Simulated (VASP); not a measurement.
# HfB2 (P6/mmm) in VASP: notebook

HfB2 is run at these levels: PBE+D4, BLYP+D3(BJ), RPBE; tasks: relaxation of shape and atoms at fixed volume.

Program: VASP 6.6.1. These are calculated values, not measurements. Logs are shortened: lines on timing, memory, paths and dates and some standing lists are left out, and cuts for length are marked.

### Step 1. The cell of the first run

The structure is hexagonal, space group P6/mmm (No. 191). The conventional cell has a = 3.143 Å, b = 3.143 Å, c = 3.473 Å, α = 90.00°, β = 90.00°, γ = 120.00°. Within 3.3 Å of Hf (site symmetry 6/mmm) lie 12 B at 2.51 Å and 6 Hf at 3.14 Å. Within 2.4 Å of B (site symmetry -6m2) lie 3 B at 1.81 Å.

### Step 2. Relaxation of shape and atoms at fixed volume, PBE+D4

File INCAR:

```
ALGO = Normal
EDIFF = 1E-6
EDIFFG = -0.02
ENCUT = 600
GGA = PE
IBRION = 2
ISIF = 4
ISMEAR = 0
IVDW = 13
LASPH = T
LCHARG = F
LREAL = F
LWAVE = F
NELM = 100
NSW = 60
PREC = Accurate
SIGMA = 0.05
```

File KPOINTS:

```
k-points
0
Gamma
  8 8 8
```

File POSCAR:

```
HfB2
1.0
    3.1433302003      0.0000000000      0.0000000000
   -1.5716651001      2.7222038059      0.0000000000
    0.0000000000      0.0000000000      3.4726475530
Hf B
1 2
Direct
    0.0000000000      0.0000000000      0.0000000000
    0.3333333333      0.6666666667      0.5000000000
    0.6666666667      0.3333333333      0.5000000000
```

Potentials or basis: VASP PAW PBE potentials, release 64 (Hf_pv, B).

Command:

```sh
> cat potpaw_PBE.64/Hf_pv/POTCAR potpaw_PBE.64/B/POTCAR > POTCAR
> mpirun -np 1 vasp_std > vasp.out
```

OUTCAR:

```text
EDIFF = 1E-6
   EDIFFG = -0.02
   ENCUT = 600
   GGA = PE
   IBRION = 2
   ISIF = 4
   ISMEAR = 0
   IVDW = 13
   LASPH = T
   LREAL = F
   NELM = 100
   NSW = 60
   PREC = Accurate

 ion  position               nearest neighbor table
   1  0.000  0.000  0.000-   2 2.51   3 2.51   2 2.51   3 2.51   2 2.51   2 2.51   3 2.51   3 2.51
                             3 2.51   3 2.51   2 2.51   2 2.51
   2  0.333  0.667  0.500-   3 1.81   3 1.81   3 1.81   1 2.51   1 2.51   1 2.51   1 2.51   1 2.51
                             1 2.51
   3  0.667  0.333  0.500-   2 1.81   2 1.81   2 1.81   1 2.51   1 2.51   1 2.51   1 2.51   1 2.51
                             1 2.51

  LATTYP: Found a hexagonal cell.
 ALAT       =     3.1433302003
 C/A-ratio  =     1.1047670247

  Lattice vectors:

 A1 = (   3.1433302003,   0.0000000000,   0.0000000000)
 A2 = (  -1.5716651001,   2.7222038059,   0.0000000000)
 A3 = (   0.0000000000,   0.0000000000,   3.4726475530)

Analysis of symmetry for initial positions (statically):
=====================================================================
 Subroutine PRICEL returns:
 Original cell was already a primitive cell.

 Routine SETGRP: Setting up the symmetry group for a
 hexagonal supercell.

 Subroutine GETGRP returns: Found 24 space group operations
 (whereof 24 operations were pure point group operations)
 out of a pool of 24 trial point group operations.

The static configuration has the point symmetry D_6h.

Analysis of symmetry for dynamics (positions and initial velocities):
=====================================================================
 Subroutine PRICEL returns:
 Original cell was already a primitive cell.

 Routine SETGRP: Setting up the symmetry group for a
 hexagonal supercell.

 Subroutine GETGRP returns: Found 24 space group operations
 (whereof 24 operations were pure point group operations)
 out of a pool of 24 trial point group operations.

The dynamic configuration has the point symmetry D_6h.

 Subroutine INISYM returns: Found 24 space group operations
 (whereof 24 operations are pure point group operations),
 and found     1 'primitive' translations

----------------------------------------------------------------------------------------

                                     Primitive cell

  volume of cell :      29.7147

  direct lattice vectors                    reciprocal lattice vectors
     3.143330200  0.000000000  0.000000000     0.318133933  0.183674712  0.000000000
    -1.571665100  2.722203806  0.000000000     0.000000000  0.367349424  0.000000000
     0.000000000  0.000000000  3.472647553     0.000000000  0.000000000  0.287964726

  length of vectors
     3.143330200  3.143330200  3.472647553     0.367349424  0.367349424  0.287964726

  position of ions in fractional coordinates (direct lattice)
     0.000000000  0.000000000  0.000000000
     0.333333333  0.666666667  0.500000000
     0.666666667  0.333333333  0.500000000

  ion indices of the primitive-cell ions
   primitive index   ion index
                 1           1
                 2           2
                 3           3

----------------------------------------------------------------------------------------

 KPOINTS: k-points

Automatic generation of k-mesh.
 Grid dimensions read from file:
 generate k-points for:    8    8    8

 Generating k-lattice:

  Cartesian coordinates                     Fractional coordinates (reciprocal lattice)
     0.039766742  0.022959339  0.000000000     0.125000000  0.000000000  0.000000000
     0.000000000  0.045918678  0.000000000     0.000000000  0.125000000  0.000000000
     0.000000000  0.000000000  0.035995591     0.000000000  0.000000000  0.125000000

  Length of vectors
     0.045918678  0.045918678  0.035995591

  Shift w.r.t. Gamma in fractional coordinates (k-lattice)
     0.000000000  0.000000000  0.000000000

 Subroutine IBZKPT returns following result:
 ===========================================
[... 70 lines left out ...]
  Fermi-wavevector in a.u.,A,eV,Ry     =   1.331857  2.516845 24.134612  1.773844
  Thomas-Fermi vector in A             =   2.460836
   LORBIT       =      0    0 simple, 1 ext, 2 COOP (PROOUT), +10 PAW based schemes
   GGA     = PE    functional components
   LHFCALC =     F    Hartree Fock is set to
   AEXX    =    0.0000 exact exchange contribution
   IVDW    =    13    specifies the selected vdW correction
   LEPSILON=     F    determine dielectric tensor
   LRPA    =     F    only Hartree local field effects (RPA)
 conjugate gradient relaxation of ions
 non-spin polarized calculation
 Gauss-broadening in eV      SIGMA  =   0.05
  energy-cutoff  :      600.00
  volume of cell :       29.71
 maximum number of plane-waves:      1010
 NGX is ok and might be reduce to    28
   NGX = 13   NGY = 13   NGZ = 13

--------------------------------------- Ionic step        1  -------------------------------------------

 number of electron      15.9999999 magnetization

 Free energy of the ion-electron system (eV)
  ---------------------------------------------------
  ext. energy  EPLUGINS =         0.00000000
  ---------------------------------------------------
  free energy    TOTEN  =       -26.39745827 eV

  energy without entropy =      -26.39679844  energy(sigma->0) =      -26.39712835

------------------------ aborting loop because EDIFF is reached ----------------------------------------

  DFT-D4 for vdW energy calculation

  Edisp (eV):   -0.92612

  FORCE on cell =-STRESS in cart. coord.  units (eV):
  Direction    XX          YY          ZZ          XY          YZ          ZX
  --------------------------------------------------------------------------------------
  -------------------------------------------------------------------------------------
  Total      -0.81753    -0.81753    -1.08339    -0.00000    -0.00000    -0.00000
  in kB     -44.08031   -44.08031   -58.41490    -0.00000    -0.00000    -0.00000
  external pressure =      -48.86 kB  Pullay stress =        0.00 kB

 VOLUME and BASIS-vectors are now :
 -----------------------------------------------------------------------------
  energy-cutoff  :      600.00
  volume of cell :       29.71
      direct lattice vectors                 reciprocal lattice vectors
     3.143330200  0.000000000  0.000000000     0.318133933  0.183674712  0.000000000
    -1.571665100  2.722203806  0.000000000     0.000000000  0.367349424  0.000000000
     0.000000000  0.000000000  3.472647553     0.000000000  0.000000000  0.287964726

 POSITION                                       TOTAL-FORCE (eV/Angst)
 -----------------------------------------------------------------------------------
      0.00000      0.00000      0.00000        -0.000000      0.000000      0.000000
     -0.00000      1.81480      1.73632         0.000000     -0.000000      0.000000
      1.57167      0.90740      1.73632        -0.000000      0.000000      0.000000
 -----------------------------------------------------------------------------------
    total drift:                               -0.000000      0.000000      0.000000

  FREE ENERGIE OF THE ION-ELECTRON SYSTEM (eV)
  ---------------------------------------------------
  free  energy   TOTEN  =       -27.3235761983 eV

  energy  without entropy=      -27.3229163683  energy(sigma->0) =      -27.32324628

--------------------------------------- Ionic step        2  -------------------------------------------

 number of electron      15.9999999 magnetization

 Free energy of the ion-electron system (eV)
  ---------------------------------------------------
  ext. energy  EPLUGINS =         0.00000000
  ---------------------------------------------------
  free energy    TOTEN  =       -26.39689643 eV

  energy without entropy =      -26.39624719  energy(sigma->0) =      -26.39657181

 E-fermi :   7.6649     XC(G=0): -12.5976

 val. band max:        7.5464741302   @ k =   0.1250   0.0000   0.3750
 cond. band min:       7.6723367101   @ k =   0.1250   0.1250   0.2500
 fundamental gap:      0.1258625799
 Fermi energy:         7.6649335209

 k-point     1 :       0.0000    0.0000    0.0000
  band No.  band energies     occupation
      1     -22.9470      2.00000
      2     -22.4536      2.00000
      3     -22.4536      2.00000
      4      -6.0808      2.00000
      5       4.7072      2.00000
      6       4.7189      2.00000
      7       4.7189      2.00000
      8       4.9516      2.00000
      9      11.6948      0.00000
     10      11.6948      0.00000
     11      12.4020      0.00000
     12      12.4020      0.00000
[... 331 lines left out ...]
 k-point    24 :       0.3750    0.0000    0.2500
  band No.  band energies     occupation
      1     -23.0753      2.00000
      2     -22.9626      2.00000
      3     -22.5874      2.00000
      4      -3.0882      2.00000
      5       0.0343      2.00000
      6       3.5513      2.00000
      7       3.7248      2.00000
      8       5.0053      2.00000
      9       9.2958      0.00000
     10      11.4920      0.00000
     11      12.8613      0.00000
     12      13.6368      0.00000

 [... further k-points ...]

------------------------ aborting loop because EDIFF is reached ----------------------------------------

  DFT-D4 for vdW energy calculation

  Edisp (eV):   -0.92701

  FORCE on cell =-STRESS in cart. coord.  units (eV):
  Direction    XX          YY          ZZ          XY          YZ          ZX
  --------------------------------------------------------------------------------------
  -------------------------------------------------------------------------------------
  Total      -0.93216    -0.93216    -0.90381    -0.00000    -0.00000    -0.00000
  in kB     -50.26089   -50.26089   -48.73223    -0.00000    -0.00000    -0.00000
  external pressure =      -49.75 kB  Pullay stress =        0.00 kB

 VOLUME and BASIS-vectors are now :
 -----------------------------------------------------------------------------
  energy-cutoff  :      600.00
  volume of cell :       29.71
      direct lattice vectors                 reciprocal lattice vectors
     3.147816049 -0.000000000 -0.000000000     0.317680571  0.183412963  0.000000000
    -1.573908025  2.726088665  0.000000000     0.000000000  0.366825926  0.000000000
    -0.000000000 -0.000000000  3.462757094     0.000000000  0.000000000  0.288787222

 POSITION                                       TOTAL-FORCE (eV/Angst)
 -----------------------------------------------------------------------------------
      3.14782     -0.00000     -0.00000         0.000000      0.000000     -0.000000
     -0.00000      1.81739      1.73138        -0.000000     -0.000000      0.000000
      1.57391      0.90870      1.73138         0.000000      0.000000     -0.000000
 -----------------------------------------------------------------------------------
    total drift:                               -0.000000      0.000000     -0.000000

  FREE ENERGIE OF THE ION-ELECTRON SYSTEM (eV)
  ---------------------------------------------------
  free  energy   TOTEN  =       -27.3239067086 eV

  energy  without entropy=      -27.3232574687  energy(sigma->0) =      -27.32358209

 reached required accuracy - stopping structural energy minimisation
```

It took 16 s on 1 thread of Intel Xeon 6975P-C (Granite Rapids), shared host; peak memory 0.16 GiB.

Results:

| Quantity | Value |
| --- | --- |
| Free energy | -27.3239 eV |
| Energy gained by relaxing | 0.1 meV/atom |
| Ionic steps | 2 |
| Pressure after relaxing | -5.0 GPa |
| Band gap on the k mesh | zero (band 8 reaches 8.19 eV, above the bottom of band 9 at 7.67 eV) |
| Dispersion energy per atom | -0.309 eV |

Stress tensor (GPa, compression positive):
```
-5.03  0.00  0.00
 0.00 -5.03  0.00
 0.00  0.00 -4.87
```

The path:
```tsv
step	energy change (eV)	largest force (eV/Å)	pressure (GPa)	volume (Å³)
1	0.0000	0.0000	-4.89	29.71
2	-0.0003	0.0000	-4.98	29.71
```

Final structure:
```xyz
3
Lattice="3.1478 0.0000 0.0000 -1.5739 2.7261 0.0000 0.0000 0.0000 3.4628" Properties=species:S:1:pos:R:3 pbc="T T T"
Hf    3.1478    0.0000    0.0000
B     0.0000    1.8174    1.7314
B     1.5739    0.9087    1.7314
```

Caveat: spin-orbit coupling is left out, which moves the levels of the heavy elements; pairwise dispersion overbinds metals, which lowers pressure and volume.

(Continued in part 2 of 3.)
